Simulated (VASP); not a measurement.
# CdS (Fm-3m) in VASP: vibrations by perturbation theory with LDA

Aim: the vibrations by perturbation theory of CdS with LDA.

Program: VASP 6.6.1. These are calculated values, not measurements. Logs are shortened: lines on timing, memory, paths and dates and some standing lists are left out, and cuts for length are marked.

## (1) The cell of the first run

The structure is cubic, space group Fm-3m (No. 225). The conventional cell has a = 5.506 Å, b = 5.506 Å, c = 5.506 Å, α = 90.00°, β = 90.00°, γ = 90.00°. Cd (site symmetry m-3m) has 6 S at 2.75 Å within 3.6 Å. S (site symmetry m-3m) has 6 Cd at 2.75 Å within 3.6 Å.

## (2) Vibrations by perturbation theory, LDA

INCAR reads:

```
ALGO = Normal ; EDIFF = 1E-8
ENCUT = 630 ; GGA_COMPAT = F
IBRION = 8 ; ISIF = 2
ISMEAR = -1 ; LASPH = T
LCHARG = F ; LREAL = F
LWAVE = F ; NELM = 120
NSW = 1 ; PREC = Accurate
SIGMA = 0.05
```

KPOINTS reads:

```
k-points
0
Gamma
  6 6 6
```

POSCAR reads:

```
CdS
1.0
    0.0000000000      2.7532440000      2.7532440000
    2.7532440000      0.0000000000      2.7532440000
    2.7532440000      2.7532440000      0.0000000000
Cd S
1 1
Direct
    0.0000000000      0.0000000000      0.0000000000
    0.5000000000      0.5000000000      0.5000000000
```

Potentials or basis: VASP PAW LDA potentials, release 64 (Cd_sv_GW, S).

Started as:

```sh
> cat potpaw_LDA.64/Cd_sv_GW/POTCAR potpaw_LDA.64/S/POTCAR > POTCAR
> mpirun -np 1 vasp_std > vasp.out
```

OUTCAR:

```text
EDIFF = 1E-8
   ENCUT = 630
   IBRION = 8
   ISIF = 2
   ISMEAR = -1
   LASPH = T
   LREAL = F
   NELM = 120
   NSW = 1
   PREC = Accurate

 ion  position               nearest neighbor table
   1  0.000  0.000  0.000-
   2  0.500  0.500  0.500-

  LATTYP: Found a face centered cubic cell.
 ALAT       =     5.5064880000

  Lattice vectors:

 A1 = (   0.0000000000,   2.7532440000,   2.7532440000)
 A2 = (   2.7532440000,   0.0000000000,   2.7532440000)
 A3 = (   2.7532440000,   2.7532440000,   0.0000000000)

Analysis of symmetry for initial positions (statically):
=====================================================================
 Subroutine PRICEL returns:
 Original cell was already a primitive cell.

 Routine SETGRP: Setting up the symmetry group for a
 face centered cubic supercell.

 Subroutine GETGRP returns: Found 48 space group operations
 (whereof 48 operations were pure point group operations)
 out of a pool of 48 trial point group operations.

The static configuration has the point symmetry O_h .

Analysis of symmetry for dynamics (positions and initial velocities):
=====================================================================
 Subroutine PRICEL returns:
 Original cell was already a primitive cell.

 Routine SETGRP: Setting up the symmetry group for a
 face centered cubic supercell.

 Subroutine GETGRP returns: Found 48 space group operations
 (whereof 48 operations were pure point group operations)
 out of a pool of 48 trial point group operations.

The dynamic configuration has the point symmetry O_h .

 Subroutine INISYM returns: Found 48 space group operations
 (whereof 48 operations are pure point group operations),
 and found     1 'primitive' translations

----------------------------------------------------------------------------------------

                                     Primitive cell

  volume of cell :      41.7411

  direct lattice vectors                    reciprocal lattice vectors
     0.000000000  2.753244000  2.753244000    -0.181603955  0.181603955  0.181603955
     2.753244000  0.000000000  2.753244000     0.181603955 -0.181603955  0.181603955
     2.753244000  2.753244000  0.000000000     0.181603955  0.181603955 -0.181603955

  length of vectors
     3.893675005  3.893675005  3.893675005     0.314547277  0.314547277  0.314547277

  position of ions in fractional coordinates (direct lattice)
     0.000000000  0.000000000  0.000000000
     0.500000000  0.500000000  0.500000000

  ion indices of the primitive-cell ions
   primitive index   ion index
                 1           1
                 2           2

----------------------------------------------------------------------------------------

 KPOINTS: k-points

Automatic generation of k-mesh.
 Grid dimensions read from file:
 generate k-points for:    6    6    6

 Generating k-lattice:

  Cartesian coordinates                     Fractional coordinates (reciprocal lattice)
    -0.030267326  0.030267326  0.030267326     0.166666667  0.000000000  0.000000000
     0.030267326 -0.030267326  0.030267326     0.000000000  0.166666667  0.000000000
     0.030267326  0.030267326 -0.030267326     0.000000000  0.000000000  0.166666667

  Length of vectors
     0.052424546  0.052424546  0.052424546

  Shift w.r.t. Gamma in fractional coordinates (k-lattice)
     0.000000000  0.000000000  0.000000000

 Subroutine IBZKPT returns following result:
[... 60 lines left out ...]
     AMIX_MAG =   1.60;   BMIX_MAG =  1.00
  volume/ion in A,a.u.               =      20.87       140.84
  Fermi-wavevector in a.u.,A,eV,Ry     =   1.398120  2.642065 26.595862  1.954741
  Thomas-Fermi vector in A             =   2.521310
   LORBIT       =      0    0 simple, 1 ext, 2 COOP (PROOUT), +10 PAW based schemes
   GGA     = CA    functional components
   LHFCALC =     F    Hartree Fock is set to
   AEXX    =    0.0000 exact exchange contribution
   IVDW    =     0    specifies the selected vdW correction
   LEPSILON=     F    determine dielectric tensor
   LRPA    =     F    only Hartree local field effects (RPA)
 non-spin polarized calculation
  energy-cutoff  :      630.00
  volume of cell :       41.74
 maximum number of plane-waves:      1524
   NGX = 15   NGY = 15   NGZ = 15

--------------------------------------- Ionic step        1  -------------------------------------------

 number of electron      25.9999995 magnetization

 Free energy of the ion-electron system (eV)
  ---------------------------------------------------
  ext. energy  EPLUGINS =         0.00000000
  ---------------------------------------------------
  free energy    TOTEN  =        -7.22169533 eV

  energy without entropy =       -7.21704767  energy(sigma->0) =       -7.21937150

 E-fermi :   4.4212     XC(G=0): -10.8167

 val. band max:        4.3551449734   @ k =   0.5000   0.5000   0.0000
 cond. band min:       4.9488236516   @ k =   0.0000   0.0000   0.0000
 fundamental gap:      0.5936786782
 Fermi energy:         4.4211814687

 k-point     1 :       0.0000    0.0000    0.0000
  band No.  band energies     occupation
      1     -96.6316      2.00000
      2     -58.0189      2.00000
      3     -58.0189      2.00000
      4     -58.0189      2.00000
      5      -8.3180      2.00000
      6      -3.2575      2.00000
[... 299 lines left out ...]
      6      -3.3378      2.00000
[... 9 lines left out ...]
     16      12.0288      0.00000
     17      12.7320      0.00000

------------------------ aborting loop because EDIFF is reached ----------------------------------------

  FORCE on cell =-STRESS in cart. coord.  units (eV):
  Direction    XX          YY          ZZ          XY          YZ          ZX
  --------------------------------------------------------------------------------------
  -------------------------------------------------------------------------------------
  Total       -1.7909897     -1.7909897     -1.7909897      0.0000000     -0.0000000     -0.0000000
  in kB      -68.7447552    -68.7447552    -68.7447552      0.0000000     -0.0000000     -0.0000000
  external PRESSURE =     -68.7447552 kB  Pullay stress =       0.0000000 kB

 VOLUME and BASIS-vectors are now :
 -----------------------------------------------------------------------------
  energy-cutoff  :      630.00
  volume of cell :       41.74
      direct lattice vectors                 reciprocal lattice vectors
     0.000000000  2.753244000  2.753244000    -0.181603955  0.181603955  0.181603955
     2.753244000  0.000000000  2.753244000     0.181603955 -0.181603955  0.181603955
     2.753244000  2.753244000  0.000000000     0.181603955  0.181603955 -0.181603955

 POSITION                                       TOTAL-FORCE (eV/Angst)
 -----------------------------------------------------------------------------------
      0.00000      0.00000      0.00000         0.000000      0.000000      0.000000
      2.75324      2.75324      2.75324         0.000000      0.000000      0.000000
 -----------------------------------------------------------------------------------
    total drift:                                0.000000     -0.000000     -0.000000

  FREE ENERGIE OF THE ION-ELECTRON SYSTEM (eV)
  ---------------------------------------------------
  free  energy   TOTEN  =        -7.2216953297 eV

  energy  without entropy=       -7.2170476669  energy(sigma->0) =       -7.21937150

[... ionic steps 2 to 3 ...]

--------------------------------------- Ionic step        4  -------------------------------------------

------------------------ aborting loop because EDIFF is reached ----------------------------------------

[... ionic steps 5 to 6 ...]

--------------------------------------- Ionic step        7  -------------------------------------------

 Free energy of the ion-electron system (eV)
  ---------------------------------------------------
  ---------------------------------------------------
  free energy    TOTEN  =        -0.10382939 eV

  energy without entropy =       -0.10382939

------------------------ aborting loop because EDIFF is reached ----------------------------------------

 INTERNAL STRAIN TENSOR  FOR ION    2  DIRECTION 1   (eV/Angst):
 -----------------------------------------------------------------------------
    -0.06125  0.00000  0.00000
     0.00000  0.04003  0.00000
     0.00000  0.00000  0.04003

 INTERNAL STRAIN TENSOR FOR ION    2 for displacements in x,y,z  (eV/Angst):
          X           Y           Z          XY          YZ          ZX
  --------------------------------------------------------------------------------
  x     0.00000     0.00000     0.00000     0.00000     0.00000     0.00000
  y     0.00000     0.00000     0.00000     0.00000     0.00000     0.00000
  z     0.00000     0.00000     0.00000     0.00000     0.00000     0.00000

 SECOND DERIVATIVES (NOT SYMMETRIZED)
 ------------------------------------
               1X          1Y          1Z          2X          2Y          2Z
  1X    -0.704627    0.000000    0.000000    0.704627    0.000000    0.000000
  1Y     0.000000   -0.704627    0.000000    0.000000    0.704627    0.000000
  1Z     0.000000    0.000000   -0.704627    0.000000    0.000000    0.704627
  2X     0.816850    0.000000    0.000000   -0.816850    0.000000    0.000000
  2Y     0.000000    0.816850    0.000000    0.000000   -0.816850    0.000000
  2Z     0.000000    0.000000    0.816850    0.000000    0.000000   -0.816850

 Eigenvectors and eigenvalues of the dynamical matrix
 ----------------------------------------------------

   1 f  =    2.786494 THz    17.508058 2PiTHz   92.947435 cm-1    11.524008 meV
             X         Y         Z           dx          dy          dz
      0.000000  0.000000  0.000000     0.000000    0.000000   -0.444970
      2.753244  2.753244  2.753244     0.000000   -0.000000    0.895546
[... 21 lines left out ...]
   6 f/i=    0.081972 THz     0.515046 2PiTHz    2.734294 cm-1     0.339009 meV
             X         Y         Z           dx          dy          dz
      0.000000  0.000000  0.000000     0.173885    0.860282   -0.177989
      2.753244  2.753244  2.753244     0.086398    0.427449   -0.088437

--------------------------------------------------------------------------------------------------------

 ELASTIC MODULI CONTR FROM IONIC RELAXATION (kBar)
 Direction    XX          YY          ZZ          XY          YZ          ZX
 --------------------------------------------------------------------------------
 XX           0.0000      0.0000      0.0000      0.0000      0.0000      0.0000
 YY           0.0000      0.0000      0.0000      0.0000      0.0000      0.0000
 ZZ           0.0000      0.0000      0.0000      0.0000      0.0000      0.0000
 XY           0.0000      0.0000      0.0000      0.0000      0.0000      0.0000
 YZ           0.0000      0.0000      0.0000      0.0000      0.0000      0.0000
 ZX           0.0000      0.0000      0.0000      0.0000      0.0000      0.0000
 --------------------------------------------------------------------------------
```

It took 73 s on 1 thread of Intel Xeon Platinum 8488C (Sapphire Rapids), shared host; peak memory 0.24 GiB.

What came out:

- Highest phonon frequency at Γ, LO-TO splitting left out: 93 cm⁻¹

Phonon frequencies in cm⁻¹ (negative: imaginary):
| q point | frequencies |
| --- | --- |
| (0.000, 0.000, 0.000) | -3 -3 -3 93 93 93 |

Caveat: the cell stands under pressure or tension, which shifts response properties.
